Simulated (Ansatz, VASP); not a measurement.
## One calculation of Ti, two programs

```
Ti
1.0
     0.00000    2.15791    1.95239
     2.15791    0.00000    1.95239
     2.15791    2.15791    0.00000
Ti
1
Direct
  0.00000 0.00000 0.00000
```

Change from the starting cell: strain +0.050 along x and y, -0.050 along z, atoms carried along.

Alike in both runs: task single point; functional r2SCAN; k mesh 26 × 26 × 26; occupations gaussian, width 0.15 eV; no spin polarisation.

|  | VASP | Ansatz |
| --- | --- | --- |
| version | VASP 6.6.1 | Ansatz 0.2.0 |
| potentials or method | VASP PAW PBE potentials, release 64 (Ti_sv), cutoff 520 eV | scalar-relativistic, plane waves, PAW |
| valence electrons in the cell | 12 | 12 |

```csv
,VASP,Ansatz,Ansatz less VASP
gap on the k mesh at the Fermi level (eV),none,none,-
pressure (GPa),-4.5,-4.9,-0.36
"traceless stress, the component that is largest in VASP (GPa)",1.98,1.97,-0.002
```

VASP's potentials were made for PBE, not for r2SCAN. A gap of «none» marks a metal or a gap that the smearing closes.
